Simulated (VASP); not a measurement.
The system is In3Cu.

```
In Cu
1.0
     4.48277    0.00000    0.00000
     0.00000    4.48277    0.00000
     0.00000    0.00000    4.48277
In Cu
3 1
Direct
  0.00000 0.50000 0.50000
  0.50000 0.00000 0.50000
  0.50000 0.50000 0.00000
  0.00000 0.00000 0.00000
```

Program: VASP 6.6.1. Alike in all runs: task single point; potentials or basis VASP PAW PBE potentials, release 64 (In_d, Cu); no spin polarisation; cell as given; smearing gaussian 0.1 eV. Hardware: 1 thread of Intel(R) Xeon(R) 6975P-C (Granite Rapids) (shared host).

Order these runs on this cell by their wall time, lowest first.
A. level PBE; k mesh 2 × 2 × 2, shifted; cutoff (eV) 520
B. level PBE+U; U Cu d U = 2.4 eV; k mesh 1 × 1 × 5; cutoff (eV) 600
C. level PBE; k mesh 4 × 4 × 4; cutoff (eV) 520

B (11 s), C (50 s), A (540 s).

Caveats: some runs use coarse meshes; U without spin polarisation on a metal has little footing (some runs); the U is typed as a test and isn't derived for this compound (some runs).
